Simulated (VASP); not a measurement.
# TlRuS3 (Pm-3m) in VASP: further runs

The runs below take TlRuS3 through single point, relaxation of cell and atoms, with PBE.

Everything below comes from runs of VASP 6.6.1. Logs are shortened: lines on timing, memory, paths and dates and some standing lists are left out, and cuts for length are marked.

**1. The cell of the first run**

It takes space group Pm-3m (No. 221, cubic). The conventional cell has a = 4.717 Å, b = 4.717 Å, c = 4.717 Å, α = 90.00°, β = 90.00°, γ = 90.00°. Within 4.4 Å of Tl (site symmetry m-3m) lie 12 S at 3.34 Å and 8 Ru at 4.08 Å. Ru (site symmetry m-3m) has 6 S at 2.36 Å within 3.1 Å. Within 3.1 Å of S (site symmetry 4/mmm) lie 2 Ru at 2.36 Å.

**2. Single point, PBE**

The input, INCAR:

```
SYSTEM = TlRuS3
PREC     = Accurate       ! precision mode
ENCUT    = 520            ! plane-wave cutoff, eV
EDIFF    = 1E-7           ! SCF threshold, eV
ISMEAR   = 0              ! smearing method
SIGMA    = 0.1            ! smearing width, eV
LREAL    = .FALSE.        ! projectors in reciprocal space
LASPH    = .TRUE.         ! aspherical terms in the spheres
NELM     = 100            ! most SCF steps
ALGO     = Normal         ! electronic algorithm
ISIF     = 2              ! what is computed and relaxed
LWAVE    = .FALSE.        ! write WAVECAR
LCHARG   = .TRUE.         ! write CHGCAR
GGA      = PE             ! functional
LELF     = .TRUE.         ! ELF
LVHAR    = .TRUE.       
NBANDS   = 30             ! bands
```

The input, KPOINTS:

```
regular mesh
0
G
  8 8 8
  0 0 0
```

The input, POSCAR:

```
TlRuS3
1.0
    4.7165262672      0.0000000000      0.0000000000
    0.0000000000      4.7165262672      0.0000000000
    0.0000000000      0.0000000000      4.7165262672
Tl Ru S
1 1 3
Direct
    0.5000000000      0.5000000000      0.5000000000
    0.0000000000      0.0000000000      0.0000000000
    0.5000000000      0.0000000000      0.0000000000
    0.0000000000      0.5000000000      0.0000000000
    0.0000000000      0.0000000000      0.5000000000
```

Potentials or basis: VASP PAW PBE potentials, release 64 (Tl_d, Ru_pv, S).

Run with:

```
$ cat potpaw_PBE.64/Tl_d/POTCAR potpaw_PBE.64/Ru_pv/POTCAR potpaw_PBE.64/S/POTCAR > POTCAR
$ mpirun -np 1 vasp_std > vasp.out
```

OUTCAR:

```text
SYSTEM = TlRuS3
   PREC = Accurate
   ENCUT = 520
   EDIFF = 1E-7
   ISMEAR = 0
   LREAL = .FALSE.
   LASPH = .TRUE.
   NELM = 100
   ISIF = 2
   GGA = PE

 ion  position               nearest neighbor table
   1  0.500  0.500  0.500-   3 3.34   4 3.34   5 3.34   3 3.34   4 3.34   3 3.34   5 3.34   3 3.34
                             4 3.34   5 3.34   4 3.34   5 3.34
   2  0.000  0.000  0.000-   3 2.36   4 2.36   5 2.36   5 2.36   4 2.36   3 2.36
   3  0.500  0.000  0.000-   2 2.36   2 2.36   1 3.34   1 3.34   1 3.34   1 3.34
   4  0.000  0.500  0.000-   2 2.36   2 2.36   1 3.34   1 3.34   1 3.34   1 3.34
   5  0.000  0.000  0.500-   2 2.36   2 2.36   1 3.34   1 3.34   1 3.34   1 3.34

  LATTYP: Found a simple cubic cell.
 ALAT       =     4.7165262672

  Lattice vectors:

 A1 = (   4.7165262672,   0.0000000000,   0.0000000000)
 A2 = (   0.0000000000,   4.7165262672,   0.0000000000)
 A3 = (   0.0000000000,   0.0000000000,   4.7165262672)

Analysis of symmetry for initial positions (statically):
=====================================================================
 Subroutine PRICEL returns:
 Original cell was already a primitive cell.

 Routine SETGRP: Setting up the symmetry group for a
 simple cubic supercell.

 Subroutine GETGRP returns: Found 48 space group operations
 (whereof 48 operations were pure point group operations)
 out of a pool of 48 trial point group operations.

The static configuration has the point symmetry O_h .

Analysis of symmetry for dynamics (positions and initial velocities):
=====================================================================
 Subroutine PRICEL returns:
 Original cell was already a primitive cell.

 Routine SETGRP: Setting up the symmetry group for a
 simple cubic supercell.

 Subroutine GETGRP returns: Found 48 space group operations
 (whereof 48 operations were pure point group operations)
 out of a pool of 48 trial point group operations.

The dynamic configuration has the point symmetry O_h .

 Subroutine INISYM returns: Found 48 space group operations
 (whereof 48 operations are pure point group operations),
 and found     1 'primitive' translations

----------------------------------------------------------------------------------------

                                     Primitive cell

  volume of cell :     104.9221

  direct lattice vectors                    reciprocal lattice vectors
     4.716526267  0.000000000  0.000000000     0.212020445  0.000000000  0.000000000
     0.000000000  4.716526267  0.000000000     0.000000000  0.212020445  0.000000000
     0.000000000  0.000000000  4.716526267     0.000000000  0.000000000  0.212020445

  length of vectors
     4.716526267  4.716526267  4.716526267     0.212020445  0.212020445  0.212020445

  position of ions in fractional coordinates (direct lattice)
     0.500000000  0.500000000  0.500000000
     0.000000000  0.000000000  0.000000000
     0.500000000  0.000000000  0.000000000
     0.000000000  0.500000000  0.000000000
     0.000000000  0.000000000  0.500000000

  ion indices of the primitive-cell ions
   primitive index   ion index
                 1           1
                 2           2
                 3           3
                 4           4
                 5           5

----------------------------------------------------------------------------------------

 KPOINTS: regular mesh

Automatic generation of k-mesh.
 Grid dimensions read from file:
 generate k-points for:    8    8    8

 Generating k-lattice:

  Cartesian coordinates                     Fractional coordinates (reciprocal lattice)
     0.026502556  0.000000000  0.000000000     0.125000000  0.000000000  0.000000000
     0.000000000  0.026502556  0.000000000     0.000000000  0.125000000  0.000000000
     0.000000000  0.000000000  0.026502556     0.000000000  0.000000000  0.125000000

  Length of vectors
     0.026502556  0.026502556  0.026502556

  Shift w.r.t. Gamma in fractional coordinates (k-lattice)
     0.000000000  0.000000000  0.000000000

 Subroutine IBZKPT returns following result:
 ===========================================

 Found     35 irreducible k-points:

 Following reciprocal coordinates:
            Coordinates               Weight
  0.000000  0.000000  0.000000      1.000000
  0.125000  0.000000  0.000000      6.000000
  0.250000  0.000000  0.000000      6.000000
  0.375000  0.000000  0.000000      6.000000
  0.500000  0.000000  0.000000      3.000000
  0.125000  0.125000  0.000000     12.000000
[... 16 lines left out ...]
  0.375000  0.375000  0.125000     24.000000
  0.500000  0.375000  0.125000     24.000000
 [... further k-points ...]
   k-points           NKPTS =     35   k-points in BZ     NKDIM =     35   number of bands    NBANDS=     30
   number of dos      NEDOS =    301   number of ions     NIONS =      5
   total plane-waves  NPLWV =  46656
   dimension x,y,z NGX =    36 NGY =   36 NGZ =   36
   dimension x,y,z NGXF=    72 NGYF=   72 NGZF=   72
   ions per type =               1   1   3
   NGX,Y,Z   is equivalent  to a cutoff of  12.69, 12.69, 12.69 a.u.
   NGXF,Y,Z  is equivalent  to a cutoff of  25.38, 25.38, 25.38 a.u.
 SYSTEM =  TlRuS3
   PREC   = accura    normal or accurate (medium, high low for compatibility)
   ISTART =      0    job   : 0-new  1-cont  2-samecut
   ICHARG =      2    charge: 1-file 2-atom 10-const
   ISPIN  =      1    spin polarized calculation?
   LNONCOLLINEAR =      F non collinear calculations
   LSORBIT =      F    spin-orbit coupling
   LASPH  =      T    aspherical Exc in radial PAW
   ENCUT  =  520.0 eV  38.22 Ry    6.18 a.u.   8.77  8.77  8.77*2*pi/ulx,y,z
   NELM   =    100;   NELMIN=  2; NELMDL= -5     # of ELM steps
   EDIFF  = 0.1E-06   stopping-criterion for ELM
   LREAL  =      F    real-space projection
   EDIFFG = 0.1E-05   stopping-criterion for IOM
   NSW    =      0    number of steps for IOM
   IBRION =     -1    ionic relax: 0-MD 1-quasi-New 2-CG
   NFREE  =      0    steps in history (QN), initial steepest desc. (CG)
   ISIF   =      2    stress and relaxation
   ISYM   =      2    0-nonsym 1-usesym 2-fastsym
   POTIM  = 0.5000    time-step for ionic-motion
   TEBEG  =    0.0;   TEEND  =   0.0 temperature during run
   PSTRESS=    0.0 pullay stress
   NELECT =      45.0000    total number of electrons
   NUPDOWN=      -1.0000    fix difference up-down
   EMIN   =  10.00;   EMAX   =-10.00  energy-range for DOS
   EFERMI =   0.00;   METHOD = LEGACY
   ISMEAR =     0;   SIGMA  =   0.10  broadening in eV -4-tet -1-fermi 0-gaus
   EFERMI_NEDOS =   21; number of points for ismear=-14 and -15
   IALGO  =     38    algorithm
   IMIX   =      4    mixing-type and parameters
     AMIX     =   0.40;   BMIX     =  1.00
     AMIX_MAG =   1.60;   BMIX_MAG =  1.00
  volume/ion in A,a.u.               =      20.98       141.61
  Fermi-wavevector in a.u.,A,eV,Ry     =   1.234592  2.333040 20.738232  1.524217
  Thomas-Fermi vector in A             =   2.369276
   LORBIT       =      0    0 simple, 1 ext, 2 COOP (PROOUT), +10 PAW based schemes
   GGA     = PE    functional components
   LHFCALC =     F    Hartree Fock is set to
   AEXX    =    0.0000 exact exchange contribution
   IVDW    =     0    specifies the selected vdW correction
   LEPSILON=     F    determine dielectric tensor
   LRPA    =     F    only Hartree local field effects (RPA)
 non-spin polarized calculation
 Gauss-broadening in eV      SIGMA  =   0.10
  energy-cutoff  :      520.00
  volume of cell :      104.92
 maximum number of plane-waves:      2872
 NGX is ok and might be reduce to    36
   NGX = 17   NGY = 17   NGZ = 17

 number of electron      44.9999997 magnetization

 Free energy of the ion-electron system (eV)
  ---------------------------------------------------
  ext. energy  EPLUGINS =         0.00000000
  ---------------------------------------------------
  free energy    TOTEN  =       -23.07219327 eV

  energy without entropy =      -23.03575538  energy(sigma->0) =      -23.05397432

 E-fermi :   5.5427     XC(G=0): -10.3077

 val. band max:        5.5250789419   @ k =   0.3750   0.3750   0.1250
 cond. band min:       5.5453248781   @ k =   0.5000   0.3750   0.1250
 fundamental gap:      0.0202459363
 Fermi energy:         5.5426867231

 k-point     1 :       0.0000    0.0000    0.0000
  band No.  band energies     occupation
      1     -37.7269      2.00000
      2     -37.7269      2.00000
      3     -37.7269      2.00000
      4      -8.2051      2.00000
      5      -6.6062      2.00000
      6      -6.6062      2.00000
[... 22 lines left out ...]
     29      11.9178      0.00000
     30      12.0355      0.00000

 k-point     2 :       0.1250    0.0000    0.0000
  band No.  band energies     occupation
      1     -37.7272      2.00000
      2     -37.7269      2.00000
      3     -37.7269      2.00000
      4      -8.1403      2.00000
      5      -6.6122      2.00000
      6      -6.5943      2.00000
[... 22 lines left out ...]
     29      11.6572      0.00000
     30      11.6572      0.00000

 k-point     3 :       0.2500    0.0000    0.0000
  band No.  band energies     occupation
      1     -37.7280      2.00000
      2     -37.7269      2.00000
      3     -37.7269      2.00000
      4      -7.9668      2.00000
      5      -6.6423      2.00000
      6      -6.5649      2.00000
[... 22 lines left out ...]
     29      11.0283      0.00000
     30      12.0831      0.00000

 k-point     4 :       0.3750    0.0000    0.0000
  band No.  band energies     occupation
      1     -37.7289      2.00000
      2     -37.7268      2.00000
      3     -37.7268      2.00000
      4      -7.7562      2.00000
      5      -6.7080      2.00000
      6      -6.5344      2.00000
[... 616 lines left out ...]
     29      10.7967      0.00000
     30      14.0991      0.00000

 k-point    23 :       0.3750    0.3750    0.1250
  band No.  band energies     occupation
      1     -37.7288      2.00000
      2     -37.7288      2.00000
      3     -37.7271      2.00000
      4      -7.2746      2.00000
      5      -6.6034      2.00000
      6      -6.6030      2.00000
[... 22 lines left out ...]
     29      10.9623      0.00000
     30      13.2349      0.00000

 k-point    24 :       0.5000    0.3750    0.1250
  band No.  band energies     occupation
      1     -37.7291      2.00000
      2     -37.7288      2.00000
      3     -37.7271      2.00000
      4      -7.1834      2.00000
      5      -6.6227      2.00000
      6      -6.5897      2.00000
[... 22 lines left out ...]
     29      10.7849      0.00000
     30      13.5880      0.00000

 [... further k-points ...]
[... 5 lines left out ...]
  --------------------------------------------------------------------------------------
  -------------------------------------------------------------------------------------
  Total       -0.0697605     -0.0697605     -0.0697605      0.0000000      0.0000000     -0.0000000
  in kB       -1.0652546     -1.0652546     -1.0652546      0.0000000      0.0000000     -0.0000000
  external PRESSURE =      -1.0652546 kB  Pullay stress =       0.0000000 kB

 VOLUME and BASIS-vectors are now :
 -----------------------------------------------------------------------------
  energy-cutoff  :      520.00
  volume of cell :      104.92
      direct lattice vectors                 reciprocal lattice vectors
     4.716526267  0.000000000  0.000000000     0.212020445  0.000000000  0.000000000
     0.000000000  4.716526267  0.000000000     0.000000000  0.212020445  0.000000000
     0.000000000  0.000000000  4.716526267     0.000000000  0.000000000  0.212020445

 POSITION                                       TOTAL-FORCE (eV/Angst)
 -----------------------------------------------------------------------------------
      2.35826      2.35826      2.35826         0.000000      0.000000      0.000000
      0.00000      0.00000      0.00000         0.000000      0.000000      0.000000
      2.35826      0.00000      0.00000         0.000000      0.000000      0.000000
      0.00000      2.35826      0.00000         0.000000      0.000000      0.000000
      0.00000      0.00000      2.35826         0.000000      0.000000      0.000000
 -----------------------------------------------------------------------------------
    total drift:                                0.000000      0.000000      0.000000

  FREE ENERGIE OF THE ION-ELECTRON SYSTEM (eV)
  ---------------------------------------------------
  free  energy   TOTEN  =       -23.0721932658 eV

  energy  without entropy=      -23.0357553790  energy(sigma->0) =      -23.05397432
```

It took 84 s on 1 thread of Intel Xeon Platinum 8124M at 3.00GHz (Skylake/Cascade Lake), shared host; peak memory 0.27 GiB.

Results:

* Free energy: -23.0722 eV
* Pressure: -0.1 GPa
* Band gap on the k mesh: zero (an odd number of electrons rules out a gap without spin polarisation)

Levels at points of the mesh, in eV from the Fermi level:
| k point | band 18 | band 19 | band 20 | band 21 | band 22 | band 23 | band 24 | band 25 | band 26 | band 27 |
| --- | --- | --- | --- | --- | --- | --- | --- | --- | --- | --- |
| (0.00, 0.00, 0.00) | -2.36 | -1.23 | -1.23 | -1.23 | -0.83 | -0.83 | -0.70 | -0.70 | -0.70 | 5.30 |
| (0.50, 0.00, 0.00) | -2.35 | -1.60 | -0.82 | -0.69 | -0.69 | -0.24 | 0.22 | 0.22 | 1.39 | 3.14 |
| (0.50, 0.50, 0.00) | -2.60 | -2.48 | -2.48 | 0.23 | 0.23 | 0.44 | 0.44 | 0.85 | 3.21 | 5.02 |
| (0.50, 0.50, 0.50) | -4.41 | -0.17 | -0.17 | -0.17 | 0.21 | 0.21 | 0.21 | 5.37 | 5.37 | 6.71 |

Caveat: spin-orbit coupling is left out, which moves the levels of the heavy elements; an odd number of electrons without spin polarisation forces a metal; a magnetic or distorted state may lie lower.

**3. Relaxation of cell and atoms, PBE**

This run uses another cell than the first one, of 20.12 Å³/atom.

The input, INCAR:

```
SYSTEM = TlRuS3
PREC = Accurate ; ENCUT = 600
EDIFF = 1E-6 ; ISMEAR = 0
SIGMA = 0.1 ; LREAL = .False.
LASPH = .True. ; NELM = 100
ALGO = Normal ; ISIF = 3
LWAVE = .False. ; LCHARG = .False.
GGA = PE ; IBRION = 2
NSW = 100 ; EDIFFG = -0.01
```

The input, KPOINTS:

```
regular mesh
0
Gamma
  8 8 8
  0 0 0
```

Edit POSCAR of step 2 so:

```diff
@@ -2,5 +2,5 @@
 1.0
-    4.7165262672      0.0000000000      0.0000000000
-    0.0000000000      4.7165262672      0.0000000000
-    0.0000000000      0.0000000000      4.7165262672
+    4.6506492400      0.0000000000      0.0000000000
+    0.0000000000      4.6506492400      0.0000000000
+    0.0000000000      0.0000000000      4.6506492400
 Tl Ru S
```

Potentials or basis: VASP PAW PBE potentials, release 64 (Tl_d, Ru_pv, S).

Run with:

```
$ cat potpaw_PBE.64/Tl_d/POTCAR potpaw_PBE.64/Ru_pv/POTCAR potpaw_PBE.64/S/POTCAR > POTCAR
$ mpirun -np 1 vasp_std > vasp.out
```

It took 4 min on 1 thread of Intel Xeon Platinum 8124M at 3.00GHz (Skylake/Cascade Lake), shared host; peak memory 0.33 GiB.

The run converged. Its results:

```
Free energy                           : -23.0715 eV
Relaxed volume                        : 20.96 Å³/atom
Relaxed cell                          : a = 4.715 Å, b = 4.715 Å, c = 4.715 Å, α = 90.00°, β = 90.00°, γ = 90.00°
Space group after relaxing (to 0.1 Å) : Pm-3m (No. 221)
Energy gained by relaxing             : 9.1 meV/atom
Ionic steps                           : 3
Pressure after relaxing               : 0.0 GPa
Band gap on the k mesh                : zero (an odd number of electrons rules out a gap without spin polarisation)
```

The path:
```
step  energy change (eV)  largest force (eV/Å)  pressure (GPa)  volume (Å³)
   1              0.0000                0.0000            3.57       100.59
   2             -0.0320                0.0000           -1.70       107.26
   3             -0.0453                0.0000            0.02       104.82
```

Final structure:
```yaml
crystal:
  lattice:
    - [4.71497, 0.00000, 0.00000]
    - [0.00000, 4.71497, 0.00000]
    - [0.00000, 0.00000, 4.71497]
  atoms:
    - { symbol: Tl, position: [0.50000, 0.50000, 0.50000] }
    - { symbol: Ru, position: [0.00000, 0.00000, 0.00000] }
    - { symbol: S, position: [0.50000, 0.00000, 0.00000] }
    - { symbol: S, position: [0.00000, 0.50000, 0.00000] }
    - { symbol: S, position: [0.00000, 0.00000, 0.50000] }
```

Levels at points of the mesh, in eV from the Fermi level:
```tsv
k point	band 18	band 19	band 20	band 21	band 22	band 23	band 24	band 25	band 26	band 27
(0.00, 0.00, 0.00)	-2.36	-1.24	-1.24	-1.24	-0.83	-0.83	-0.70	-0.70	-0.70	5.30
(0.50, 0.00, 0.00)	-2.35	-1.60	-0.82	-0.69	-0.69	-0.24	0.22	0.22	1.39	3.14
(0.50, 0.50, 0.00)	-2.61	-2.48	-2.48	0.23	0.23	0.44	0.44	0.85	3.21	5.03
(0.50, 0.50, 0.50)	-4.41	-0.17	-0.17	-0.17	0.21	0.21	0.21	5.38	5.38	6.72
```

Caveat: spin-orbit coupling is left out, which moves the levels of the heavy elements; an odd number of electrons without spin polarisation forces a metal; a magnetic or distorted state may lie lower.

**4. Single point, PBE, collinear spin, ferromagnetic start**

This run uses another cell than the first one, of 20.12 Å³/atom.

The input, INCAR:

```
PREC = Accurate ; ENCUT = 520
EDIFF = 1E-7 ; ISMEAR = 0
SIGMA = 0.1 ; LREAL = False
LASPH = True ; NELM = 150
ALGO = Normal ; ISIF = 2
LWAVE = False ; LCHARG = True
ISPIN = 2 ; MAGMOM = 0 1 0 0 0
LORBIT = 11 ; LMAXMIX = 4
GGA = PE ; LELF = True
LVHAR = True ; NBANDS = 34
```

The input, KPOINTS:

```
Automatic mesh
0
Gamma
  4 4 4
```

POSCAR is that of step 3.

Run with:

```
$ cat potpaw_PBE.64/Tl_d/POTCAR potpaw_PBE.64/Ru_pv/POTCAR potpaw_PBE.64/S/POTCAR > POTCAR
$ mpirun -np 1 vasp_std > vasp.out
```

It took 64 s on 1 thread of Intel Xeon Platinum 8124M at 3.00GHz (Skylake/Cascade Lake), shared host; peak memory 0.27 GiB.

Results (log left out):

| Quantity | Value |
| --- | --- |
| Free energy | -23.0324 eV |
| Pressure | 3.6 GPa |
| Net moment | 0.00 μB per cell |
| Valence electrons inside the program's atomic spheres | Tl 11.09; Ru 12.59; S 3.67 |

Levels at points of the mesh, in eV from the Fermi level:
Spin up:
```csv
k point,band 19,band 20,band 21,band 22,band 23,band 24,band 25,band 26
"(0.00, 0.00, 0.00)",-1.29,-1.29,-1.29,-0.77,-0.77,-0.67,-0.67,-0.67
"(0.50, 0.00, 0.00)",-1.68,-0.76,-0.68,-0.68,-0.13,0.26,0.26,1.48
"(0.50, 0.50, 0.00)",-2.60,-2.60,0.28,0.36,0.51,0.51,0.96,3.14
"(0.50, 0.50, 0.50)",-0.15,-0.15,-0.15,0.25,0.25,0.25,5.77,5.77
```
Spin down:
```csv
k point,band 19,band 20,band 21,band 22,band 23,band 24,band 25,band 26
"(0.00, 0.00, 0.00)",-1.29,-1.29,-1.29,-0.77,-0.77,-0.67,-0.67,-0.67
"(0.50, 0.00, 0.00)",-1.68,-0.76,-0.68,-0.68,-0.13,0.26,0.26,1.48
"(0.50, 0.50, 0.00)",-2.60,-2.60,0.28,0.36,0.51,0.51,0.96,3.14
"(0.50, 0.50, 0.50)",-0.15,-0.15,-0.15,0.25,0.25,0.25,5.77,5.77
```

Caveat: the cell stands under pressure; spin-orbit coupling is left out, which moves the levels of the heavy elements.

**5. The runs side by side**

```csv
task,spin,cell,k mesh,cutoff (eV),gap on the mesh (eV),pressure (GPa)
single point,off,"a = 4.717 Å, 5 atoms",8 × 8 × 8,520,none,-0.1
relaxation of cell and atoms,off,"relaxed from a = 4.651 Å, 5 atoms",8 × 8 × 8,600,none,0.0
single point,"collinear, ferromagnetic start","a = 4.651 Å, 5 atoms",4 × 4 × 4,520,none,3.6
```

Alike in all rows: level PBE; potentials or basis VASP PAW PBE potentials, release 64 (Tl_d, Ru_pv, S); smearing gaussian 0.1 eV.

Caveats: spin-orbit coupling is left out, which moves the levels of the heavy elements; an odd number of electrons without spin polarisation forces a metal (at least some runs); a magnetic or distorted state may lie lower (at least some runs); the cell stands under pressure (at least some runs).

Absolute energies hang on the potentials; compare differences alone.

The gap in the log of VASP goes by the Fermi energy; the results here count the filled bands.